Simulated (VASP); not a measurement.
# C: single point with PBEsol

C:

```
C
1.0
     0.00000    1.28095    1.28095
     1.28095    0.00000    1.28095
     1.28095    1.28095    0.00000
C
1
Direct
  0.00000 0.00000 0.00000
```

- Program: VASP 6.6.1
- Task: single point
- Functional: PBEsol
- Potentials or basis: VASP PAW PBE potentials, release 64 (C)
- Cutoff: 520 eV
- k mesh: 24 × 24 × 24
- Occupations: fermi-dirac, width 0.08 eV
- Spin: no spin polarisation
- Dipole correction: no
- Further INCAR settings: ALGO = Normal; EDIFF = 1e-07; NBANDS = 8

```json
{"Pressure": "218.0 GPa", "Band gap on the k mesh": "zero (band 2 reaches 30.40 eV, above the bottom of band 3 at 13.34 eV)"}
```

Levels at points of the mesh, in eV from the Fermi level:
```csv
k point,band 1,band 2,band 3,band 4,band 5
"(0.00, 0.00, 0.00)",-28.26,13.07,13.07,13.07,38.11
"(0.50, 0.00, 0.00)",-16.05,-12.26,9.89,9.89,34.19
"(0.50, 0.50, 0.00)",-12.84,-5.53,2.42,2.42,17.81
```

It took 10 s on 1 thread of Intel(R) Xeon(R) Platinum 8259CL CPU @ 2.50GHz (Skylake/Cascade Lake), with other jobs on the host, peak memory 0.11 GiB.

Caveat: the PAW data sets were made with another functional, which shifts forces and pressure a little.
